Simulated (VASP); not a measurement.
# GaP (R-3m) in VASP: further runs

Runs on GaP. Level: PBE. Tasks: relaxation of shape and atoms at fixed volume, single point.

All numbers are computed with VASP 6.6.1; they aren't measurements. Logs are shortened: lines on timing, memory, paths and dates and some standing lists are left out, and cuts for length are marked.

### Step 1. The cell of the first run

It takes space group R-3m (No. 166, trigonal). Conventional cell: a = 3.923 Å, b = 3.923 Å, c = 19.495 Å, α = 90.00°, β = 90.00°, γ = 120.00°. Ga (site symmetry 3m) has 3 P at 2.43 Å and 1 Ga at 2.51 Å within 3.2 Å. P (site symmetry 3m) has 1 P at 2.24 Å and 3 Ga at 2.43 Å within 3.0 Å.

### Step 2. Relaxation of shape and atoms at fixed volume, PBE (21.65 Å³/atom)

Contents of INCAR:

```
SYSTEM = GaP
PREC = Accurate ; ENCUT = 600
EDIFF = 1E-6 ; ISMEAR = 0
SIGMA = 0.02 ; LREAL = .False.
LASPH = .True. ; NELM = 80
ALGO = Normal ; ISIF = 4
LWAVE = .False. ; LCHARG = .False.
GGA = PE ; IBRION = 2
NSW = 50 ; EDIFFG = -0.01
```

Contents of KPOINTS:

```
Automatic mesh
0
Gamma
  9 9 9
  0 0 0
```

Contents of POSCAR:

```
GaP
1.0
    1.9615384116      1.1324947300      6.4983981699
   -1.9615384116      1.1324947300      6.4983981699
    0.0000000000     -2.2649894599      6.4983981699
Ga P
2 2
Direct
    0.4355819192      0.4355819192      0.4355819192
    0.5644180808      0.5644180808      0.5644180808
    0.0575098537      0.0575098537      0.0575098537
    0.9424901463      0.9424901463      0.9424901463
```

Potentials or basis: VASP PAW PBE potentials, release 64 (Ga_d, P).

Command:

```console
$ cat potpaw_PBE.64/Ga_d/POTCAR potpaw_PBE.64/P/POTCAR > POTCAR
$ mpirun -np 1 vasp_std > vasp.out
```

OUTCAR:

```text
SYSTEM = GaP
   PREC = Accurate
   ENCUT = 600
   EDIFF = 1E-6
   ISMEAR = 0
   LREAL = .False.
   LASPH = .True.
   NELM = 80
   ISIF = 4
   GGA = PE
   IBRION = 2
   NSW = 50
   EDIFFG = -0.01

 ion  position               nearest neighbor table
   1  0.436  0.436  0.436-   3 2.43   3 2.43   3 2.43   2 2.51
   2  0.564  0.564  0.564-   4 2.43   4 2.43   4 2.43   1 2.51
   3  0.058  0.058  0.058-   4 2.24   1 2.43   1 2.43   1 2.43
   4  0.942  0.942  0.942-   3 2.24   2 2.43   2 2.43   2 2.43

  LATTYP: Found a trigonal (rhomboedric) cell.
 ALAT       =     6.8818134259
 COS(alpha) =     0.8375132914

  Lattice vectors:

 A1 = (   1.9615384116,   1.1324947300,   6.4983981699)
 A2 = (  -1.9615384116,   1.1324947300,   6.4983981699)
 A3 = (   0.0000000000,  -2.2649894599,   6.4983981699)

Analysis of symmetry for initial positions (statically):
=====================================================================
 Subroutine PRICEL returns:
 Original cell was already a primitive cell.

 Routine SETGRP: Setting up the symmetry group for a
 trigonal (rhombohedral) supercell.

 Subroutine GETGRP returns: Found 12 space group operations
 (whereof 12 operations were pure point group operations)
 out of a pool of 12 trial point group operations.

The static configuration has the point symmetry D_3d.

Analysis of symmetry for dynamics (positions and initial velocities):
=====================================================================
 Subroutine PRICEL returns:
 Original cell was already a primitive cell.

 Routine SETGRP: Setting up the symmetry group for a
 trigonal (rhombohedral) supercell.

 Subroutine GETGRP returns: Found 12 space group operations
 (whereof 12 operations were pure point group operations)
 out of a pool of 12 trial point group operations.

The dynamic configuration has the point symmetry D_3d.

 Subroutine INISYM returns: Found 12 space group operations
 (whereof 12 operations are pure point group operations),
 and found     1 'primitive' translations

----------------------------------------------------------------------------------------

                                     Primitive cell

  volume of cell :      86.6145

  direct lattice vectors                    reciprocal lattice vectors
     1.961538412  1.132494730  6.498398170     0.254901967  0.147167719  0.051294692
    -1.961538412  1.132494730  6.498398170    -0.254901967  0.147167719  0.051294692
     0.000000000 -2.264989460  6.498398170     0.000000000 -0.294335439  0.051294692

  length of vectors
     6.881813426  6.881813426  6.881813426     0.298771645  0.298771645  0.298771645

  position of ions in fractional coordinates (direct lattice)
     0.435581919  0.435581919  0.435581919
     0.564418081  0.564418081  0.564418081
     0.057509854  0.057509854  0.057509854
     0.942490146  0.942490146  0.942490146

  ion indices of the primitive-cell ions
   primitive index   ion index
                 1           1
                 2           2
                 3           3
                 4           4

----------------------------------------------------------------------------------------

 KPOINTS: Automatic mesh

Automatic generation of k-mesh.
 Grid dimensions read from file:
 generate k-points for:    9    9    9

 Generating k-lattice:

  Cartesian coordinates                     Fractional coordinates (reciprocal lattice)
     0.028322441  0.016351969  0.005699410     0.111111111  0.000000000  0.000000000
    -0.028322441  0.016351969  0.005699410     0.000000000  0.111111111  0.000000000
     0.000000000 -0.032703938  0.005699410     0.000000000  0.000000000  0.111111111

  Length of vectors
     0.033196849  0.033196849  0.033196849

  Shift w.r.t. Gamma in fractional coordinates (k-lattice)
     0.000000000  0.000000000  0.000000000

 Subroutine IBZKPT returns following result:
 ===========================================

 Found     85 irreducible k-points:

 Following reciprocal coordinates:
            Coordinates               Weight
  0.000000  0.000000  0.000000      1.000000
  0.111111  0.000000  0.000000      6.000000
  0.222222  0.000000  0.000000      6.000000
  0.333333 -0.000000 -0.000000      6.000000
  0.444444  0.000000  0.000000      6.000000
  0.111111  0.111111  0.000000      6.000000
[... 16 lines left out ...]
 -0.333333  0.333333  0.000000      6.000000
  0.444444  0.444444  0.000000      6.000000
 [... further k-points ...]
   k-points           NKPTS =     85   k-points in BZ     NKDIM =     85   number of bands    NBANDS=     22
   number of dos      NEDOS =    301   number of ions     NIONS =      4
   total plane-waves  NPLWV = 175616
   dimension x,y,z NGX =    56 NGY =   56 NGZ =   56
   dimension x,y,z NGXF=   112 NGYF=  112 NGZF=  112
   ions per type =               2   2
   NGX,Y,Z   is equivalent  to a cutoff of  13.53, 13.53, 13.53 a.u.
   NGXF,Y,Z  is equivalent  to a cutoff of  27.06, 27.06, 27.06 a.u.
 SYSTEM =  GaP
   PREC   = accura    normal or accurate (medium, high low for compatibility)
   ISTART =      0    job   : 0-new  1-cont  2-samecut
   ICHARG =      2    charge: 1-file 2-atom 10-const
   ISPIN  =      1    spin polarized calculation?
   LNONCOLLINEAR =      F non collinear calculations
   LSORBIT =      F    spin-orbit coupling
   LASPH  =      T    aspherical Exc in radial PAW
   ENCUT  =  600.0 eV  44.10 Ry    6.64 a.u.  13.74 13.74 13.74*2*pi/ulx,y,z
   NELM   =     80;   NELMIN=  2; NELMDL= -5     # of ELM steps
   EDIFF  = 0.1E-05   stopping-criterion for ELM
   LREAL  =      F    real-space projection
   EDIFFG = -.1E-01   stopping-criterion for IOM
   NSW    =     50    number of steps for IOM
   IBRION =      2    ionic relax: 0-MD 1-quasi-New 2-CG
   NFREE  =      1    steps in history (QN), initial steepest desc. (CG)
   ISIF   =      4    stress and relaxation
   ISYM   =      2    0-nonsym 1-usesym 2-fastsym
   POTIM  = 0.5000    time-step for ionic-motion
   TEBEG  =    0.0;   TEEND  =   0.0 temperature during run
   PSTRESS=    0.0 pullay stress
   NELECT =      36.0000    total number of electrons
   NUPDOWN=      -1.0000    fix difference up-down
   EMIN   =  10.00;   EMAX   =-10.00  energy-range for DOS
   EFERMI =   0.00;   METHOD = LEGACY
   ISMEAR =     0;   SIGMA  =   0.02  broadening in eV -4-tet -1-fermi 0-gaus
   EFERMI_NEDOS =   21; number of points for ismear=-14 and -15
   IALGO  =     38    algorithm
   IMIX   =      4    mixing-type and parameters
     AMIX     =   0.40;   BMIX     =  1.00
     AMIX_MAG =   1.60;   BMIX_MAG =  1.00
  volume/ion in A,a.u.               =      21.65       146.13
  Fermi-wavevector in a.u.,A,eV,Ry     =   1.221740  2.308754 20.308719  1.492649
  Thomas-Fermi vector in A             =   2.356912
   LORBIT       =      0    0 simple, 1 ext, 2 COOP (PROOUT), +10 PAW based schemes
   GGA     = PE    functional components
   LHFCALC =     F    Hartree Fock is set to
   AEXX    =    0.0000 exact exchange contribution
   IVDW    =     0    specifies the selected vdW correction
   LEPSILON=     F    determine dielectric tensor
   LRPA    =     F    only Hartree local field effects (RPA)
 conjugate gradient relaxation of ions
 non-spin polarized calculation
 Gauss-broadening in eV      SIGMA  =   0.02
  energy-cutoff  :      600.00
  volume of cell :       86.61
 maximum number of plane-waves:      2923
   NGX = 27   NGY = 27   NGZ = 27

--------------------------------------- Ionic step        1  -------------------------------------------

 number of electron      36.0000006 magnetization

 Free energy of the ion-electron system (eV)
  ---------------------------------------------------
  ext. energy  EPLUGINS =         0.00000000
  ---------------------------------------------------
  free energy    TOTEN  =       -17.72220936 eV

  energy without entropy =      -17.72220936  energy(sigma->0) =      -17.72220936

------------------------ aborting loop because EDIFF is reached ----------------------------------------

  FORCE on cell =-STRESS in cart. coord.  units (eV):
  Direction    XX          YY          ZZ          XY          YZ          ZX
  --------------------------------------------------------------------------------------
  -------------------------------------------------------------------------------------
  Total       -1.0000842     -1.0000842     -1.2469865      0.0000000     -0.0000000      0.0000000
  in kB      -18.4993536    -18.4993536    -23.0665023      0.0000000     -0.0000000      0.0000000
  external PRESSURE =     -20.0217365 kB  Pullay stress =       0.0000000 kB
[... 99 lines left out ...]
  energy  without entropy=      -17.7228486209  energy(sigma->0) =      -17.72284862

--------------------------------------- Ionic step        4  -------------------------------------------

 number of electron      36.0000004 magnetization

 Free energy of the ion-electron system (eV)
  ---------------------------------------------------
  ext. energy  EPLUGINS =         0.00000000
  ---------------------------------------------------
  free energy    TOTEN  =       -17.72295197 eV

  energy without entropy =      -17.72295197  energy(sigma->0) =      -17.72295197

 E-fermi :   4.4708     XC(G=0):  -9.5338

 val. band max:        4.3401736367   @ k =   0.0000   0.0000   0.0000
 cond. band min:       5.2784193046   @ k =   0.4444   0.4444   0.0000
 fundamental gap:      0.9382456679
 Fermi energy:         4.4708080331

 k-point     1 :       0.0000    0.0000    0.0000
  band No.  band energies     occupation
      1     -10.3803      2.00000
      2     -10.2625      2.00000
      3     -10.2625      2.00000
      4     -10.2493      2.00000
      5     -10.2493      2.00000
      6     -10.2026      2.00000
[... 574 lines left out ...]
      6     -10.2101      2.00000
[... 14 lines left out ...]
     21       6.1082      0.00000
     22       8.3734      0.00000

 [... further k-points ...]
[... 5 lines left out ...]
  --------------------------------------------------------------------------------------
  -------------------------------------------------------------------------------------
  Total       -1.0509744     -1.0509744     -1.0336612      0.0000000     -0.0000000      0.0000000
  in kB      -19.4407106    -19.4407106    -19.1204552      0.0000000     -0.0000000      0.0000000
  external PRESSURE =     -19.3339588 kB  Pullay stress =       0.0000000 kB
[... 19 lines left out ...]
  FREE ENERGIE OF THE ION-ELECTRON SYSTEM (eV)
  ---------------------------------------------------
  free  energy   TOTEN  =       -17.7229519657 eV

  energy  without entropy=      -17.7229519657  energy(sigma->0) =      -17.72295197

 reached required accuracy - stopping structural energy minimisation
```

Wall time 31 min (1 thread of Oxide Virtual Turin-like, shared host); peak memory 0.54 GiB.

What came out:

| Property | Result |
| --- | --- |
| Free energy | -17.7230 eV |
| Energy gained by relaxing | 0.2 meV/atom |
| Ionic steps | 4 |
| Pressure after relaxing | -1.9 GPa |
| Largest force after relaxing | 0.006 eV/Å |
| Band gap on the k mesh | 0.94 eV (least direct gap 1.03 eV) |

Forces in eV/Å, atoms in the order of the input:
```
Ga   0.000  0.000 -0.006
Ga   0.000  0.000  0.006
P    0.000  0.000 -0.002
P    0.000  0.000  0.002
```

Step by step:
```
step  energy change (eV)  largest force (eV/Å)  pressure (GPa)  volume (Å³)
   1              0.0000                0.1033           -2.00        86.61
   2             -0.0006                0.0389           -1.91        86.61
   3             -0.0006                0.0377           -1.93        86.61
   4             -0.0007                0.0065           -1.93        86.61
```

Final structure:
```
Ga P
1.0
     1.96271    1.13317    6.49065
    -1.96271    1.13317    6.49065
     0.00000   -2.26634    6.49065
Ga P
2 2
Direct
  0.43542 0.43542 0.43542
  0.56458 0.56458 0.56458
  0.05728 0.05728 0.05728
  0.94272 0.94272 0.94272
```

Levels at points of the mesh, in eV from the valence-band top:
| k point | band 15 | band 16 | band 17 | band 18 | band 19 | band 20 | band 21 | band 22 |
| --- | --- | --- | --- | --- | --- | --- | --- | --- |
| (0.00, 0.00, 0.00) | -1.75 | -0.29 | 0.00 | 0.00 | 1.09 | 1.25 | 2.74 | 3.65 |

A k mesh can miss the band edges.

### Step 3. Relaxation of shape and atoms at fixed volume, PBE (22.28 Å³/atom)

This run uses another cell than the first one, of 22.28 Å³/atom.

Contents of INCAR:

```
PREC = Accurate
ENCUT = 600
EDIFF = 1E-6
ISMEAR = 0
SIGMA = 0.02
LREAL = False
LASPH = True
NELM = 80
ALGO = Normal
ISIF = 4
LWAVE = False
LCHARG = False
GGA = PE
IBRION = 2
NSW = 50
EDIFFG = -0.01
```

Contents of KPOINTS:

```
Automatic mesh
0
Gamma
  9 9 9
```

Contents of POSCAR:

```
GaP
1.0
    1.9814304449      1.1439794008      6.5540677925
   -1.9814304449      1.1439794008      6.5540677925
    0.0000000000     -2.2879588015      6.5540677925
Ga P
2 2
Direct
    0.4354111205      0.4354111205      0.4354111205
    0.5645888795      0.5645888795      0.5645888795
    0.0573636564      0.0573636564      0.0573636564
    0.9426363436      0.9426363436      0.9426363436
```

Potentials or basis: VASP PAW PBE potentials, release 64 (Ga_d, P).

Command:

```console
$ cat potpaw_PBE.64/Ga_d/POTCAR potpaw_PBE.64/P/POTCAR > POTCAR
$ mpirun -np 1 vasp_std > vasp.out
```

Run time: 24 min. Hardware: 1 thread of Oxide Virtual Turin-like, shared host; peak memory 0.51 GiB.

Results (log left out):

```yaml
Free_energy: -17.6801 eV
Energy_gained_by_relaxing: 0.2 meV/atom
Ionic_steps: 4
Pressure_after_relaxing: -3.5 GPa
Largest_force_after_relaxing: 0.009 eV/Å
Band_gap_on_the_k_mesh: 0.90 eV (least direct gap 0.93 eV)
```

Forces on the atoms (eV/Å):
```
Ga   0.000  0.000 -0.009
Ga   0.000  0.000  0.009
P    0.000  0.000 -0.002
P    0.000  0.000  0.002
```

The path:
```
step  energy change (eV)  largest force (eV/Å)  pressure (GPa)  volume (Å³)
   1              0.0000                0.1042           -3.60        89.14
   2             -0.0007                0.0379           -3.50        89.14
   3             -0.0007                0.0365           -3.53        89.14
   4             -0.0008                0.0091           -3.53        89.14
```

Final structure:
```yaml
crystal:
  lattice:
    - [1.98278, 1.14476, 6.54514]
    - [-1.98278, 1.14476, 6.54514]
    - [0.00000, -2.28952, 6.54514]
  atoms:
    - { symbol: Ga, position: [0.43526, 0.43526, 0.43526] }
    - { symbol: Ga, position: [0.56474, 0.56474, 0.56474] }
    - { symbol: P, position: [0.05712, 0.05712, 0.05712] }
    - { symbol: P, position: [0.94288, 0.94288, 0.94288] }
```

Levels at points of the mesh, in eV from the valence-band top:
```csv
k point,band 15,band 16,band 17,band 18,band 19,band 20,band 21,band 22
"(0.00, 0.00, 0.00)",-1.72,-0.32,0.00,0.00,1.02,1.04,2.74,3.63
```

(Part 1 of 2 ends here.)
